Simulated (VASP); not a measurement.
Input of a VASP 6.6.1 run:

The input INCAR:

```
SYSTEM = Ir
ALGO     = Normal         ! electronic algorithm
EDIFF    = 1E-6           ! SCF threshold, eV
ENCUT    = 520            ! plane-wave cutoff, eV
GGA      = PS             ! functional
ISIF     = 2              ! what is computed and relaxed
ISMEAR   = 0              ! smearing method
LASPH    = .TRUE.         ! aspherical terms in the spheres
LCHARG   = .FALSE.        ! write CHGCAR
LREAL    = .FALSE.        ! projectors in reciprocal space
LWAVE    = .FALSE.        ! write WAVECAR
NBANDS   = 10             ! bands
NELM     = 60             ! most SCF steps
PREC     = Accurate       ! precision mode
SIGMA    = 0.1            ! smearing width, eV
```

KPOINTS

```
k-points
0
G
  15 15 15
  0 0 0
```

POSCAR

```
Ir
1.0
    0.0000000000      1.9156000000      1.9156000000
    1.9156000000      0.0000000000      1.9156000000
    1.9156000000      1.9156000000      0.0000000000
Ir
1
Direct
    0.0000000000      0.0000000000      0.0000000000
```

Potentials or basis: VASP PAW PBE potentials, release 64 (Ir).

The run is started by

```console
$ cat potpaw_PBE.64/Ir/POTCAR > POTCAR
$ mpirun -np 1 vasp_std > vasp.out
```

(1) What does it give for the pressure?

Results:

(1) 0.6 GPa.

Caveat: the PAW data sets were made with another functional, which shifts forces and pressure a little.
